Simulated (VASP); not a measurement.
Input of a VASP 6.6.1 run:

The input POSCAR:

```
NaI
1.0
    0.0000000000      3.3589093703      3.3589093703
    3.3589093703      0.0000000000      3.3589093703
    3.3589093703      3.3589093703      0.0000000000
Na I
1 1
Direct
    0.0000000000      0.0000000000      0.0000000000
    0.5000000000      0.5000000000      0.5000000000
```

INCAR.step1

```
SYSTEM = NaI
  PREC = Accurate
  ENCUT = 520
  EDIFF = 1E-5
  ISMEAR = 0
  SIGMA = 0.01
  LREAL = .FALSE.
  LASPH = .TRUE.
  NELM = 80
  ALGO = Normal
  ISIF = 2
  LWAVE = .TRUE.
  LCHARG = .FALSE.
  NBANDS = 14
  GGA = PE
```

The input INCAR.step2:

```
SYSTEM = NaI
  PREC = Accurate
  ENCUT = 520
  EDIFF = 1E-6
  ISMEAR = 0
  SIGMA = 0.01
  LREAL = .FALSE.
  LASPH = .TRUE.
  NELM = 80
  ALGO = Normal
  ISIF = 2
  LWAVE = .FALSE.
  LCHARG = .FALSE.
  GGA = PE
  LHFCALC = .TRUE.
  HFSCREEN = 0.2079
  PRECFOCK = Normal
  NBANDS = 14
  ISTART = 1
```

Contents of KPOINTS:

```
regular mesh
0
G
  6 6 6
  0 0 0
```

Potentials or basis: VASP PAW PBE potentials, release 64 (Na_pv, I).

Launch:

```bash
$ cat potpaw_PBE.64/Na_pv/POTCAR potpaw_PBE.64/I/POTCAR > POTCAR
$ cp INCAR.step1 INCAR
$ mpirun -np 1 vasp_std > vasp.out
$ cp INCAR.step2 INCAR
$ mpirun -np 1 vasp_std > vasp.out
```

Task: Estimate the pressure.

Result: -1.3 GPa.

Task: What does it give for the band gap on the k mesh?

Result: 4.36 eV.

Caveat: the cell differs from its parent crystal (strain +4.0%); the PAW data sets were made with another functional, which shifts forces and pressure a little; spin-orbit coupling is left out, which moves the levels of the heavy elements.
